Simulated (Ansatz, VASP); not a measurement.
**Hf: VASP beside Ansatz**

```
CELL_PARAMETERS angstrom
4.91907 0.00000 0.00000
-2.45954 4.26004 0.00000
0.00000 0.00000 3.06123
ATOMIC_POSITIONS crystal
Hf 0.00000 0.00000 0.00000
Hf 0.33333 0.66667 0.50000
Hf 0.66667 0.33333 0.50000
```

Alike in both runs: functional PBEsol; k mesh 12 × 12 × 14; occupations gaussian, width 0.1 eV; no spin polarisation.

Ansatz relaxed the structure, and its values are those at the end. VASP's run is a single point on that final structure, the one shown.

|  | VASP | Ansatz |
| --- | --- | --- |
| version | VASP 6.6.1 | Ansatz 0.2.0 |
| potentials or method | VASP PAW PBE potentials, release 64 (Hf_pv), cutoff 520 eV | scalar-relativistic, plane waves, PAW |
| valence electrons in the cell | 30 | 78 |

VASP gave:

| Property | Result |
| --- | --- |
| gap on the k mesh at the Fermi level (eV) | none |
| pressure (GPa) | -0.3 |

**Question.** Which values does Ansatz return?

**Answer.** gap on the k mesh at the Fermi level (eV): none; pressure (GPa): 0.0.

VASP's potentials were made for PBE, not for PBEsol. A gap of «none» marks a metal or a gap that the smearing closes. VASP's potentials hold 30 valence electrons a cell and Ansatz's 78, so a difference there can come from the potentials and not from the codes.

Spin-orbit coupling is off throughout.
